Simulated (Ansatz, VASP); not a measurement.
# One calculation of Re, two programs

The input INCAR:

```
SYSTEM = Re
PREC     = Accurate       ! precision mode
ENCUT    = 520            ! plane-wave cutoff, eV
EDIFF    = 1E-7           ! SCF threshold, eV
ISMEAR   = 0              ! smearing method
SIGMA    = 0.02           ! smearing width, eV
LREAL    = .FALSE.        ! projectors in reciprocal space
LASPH    = .TRUE.         ! aspherical terms in the spheres
NELM     = 60             ! most SCF steps
ALGO     = Normal         ! electronic algorithm
ISIF     = 2              ! what is computed and relaxed
LWAVE    = .FALSE.        ! write WAVECAR
LCHARG   = .FALSE.        ! write CHGCAR
GGA      = PE             ! functional
NBANDS   = 14             ! bands
```

The input KPOINTS:

```
regular mesh
0
G
  11 11 6
  0 0 0
```

POSCAR

```
Re
1.0
    2.7608000000      0.0000000000      0.0000000000
   -1.3804000000      2.3909229348      0.0000000000
    0.0000000000      0.0000000000      4.4582000000
Re
2
Direct
    0.6666666667      0.3333333333      0.7500000000
    0.3333333333      0.6666666667      0.2500000000
```

File input.yaml:

```yaml
crystal:
  lattice:
    - [2.7608, 0.0, 0.0]
    - [-1.3804, 2.3909229348, 0.0]
    - [0.0, 0.0, 4.4582]
  atoms:
    - { symbol: Re, position: [0.6666666667, 0.3333333333, 0.75] }
    - { symbol: Re, position: [0.3333333333, 0.6666666667, 0.25] }
kpoints:
  mp_grid: { grid: [11, 11, 6] }
scf:
  occupations: { method: gaussian, width: 0.02 }
hamiltonian:
  xc: pbe
  pseudopotentials: { kind: all_electron, lapw: { basis_error: 0.001 } }
output:
  forces: true
  stress: true
  eigenvalues: true
```

Alike in both runs: task single point; functional PBE; k mesh 11 × 11 × 6; occupations gaussian, width 0.02 eV; no spin polarisation.

|  | VASP | Ansatz |
| --- | --- | --- |
| version | VASP 6.6.1 | Ansatz 0.2.0 |
| potentials or method | VASP PAW PBE potentials, release 64 (Re), cutoff 520 eV | all-electron LAPW, scalar-relativistic |

Ansatz gave:

- gap on the k mesh at the Fermi level (eV): none
- pressure (GPa): 5.9
- traceless stress, the component that is largest in VASP (GPa): -0.53

Question: What did VASP give for the same quantities?

Answer: gap on the k mesh at the Fermi level (eV): none; pressure (GPa): 5.4; traceless stress, the component that is largest in VASP (GPa): -0.66.

A gap of «none» marks a metal or a gap that the smearing closes. Ansatz ran all-electron here, and VASP with PAW potentials.

Neither program's run includes spin-orbit coupling.
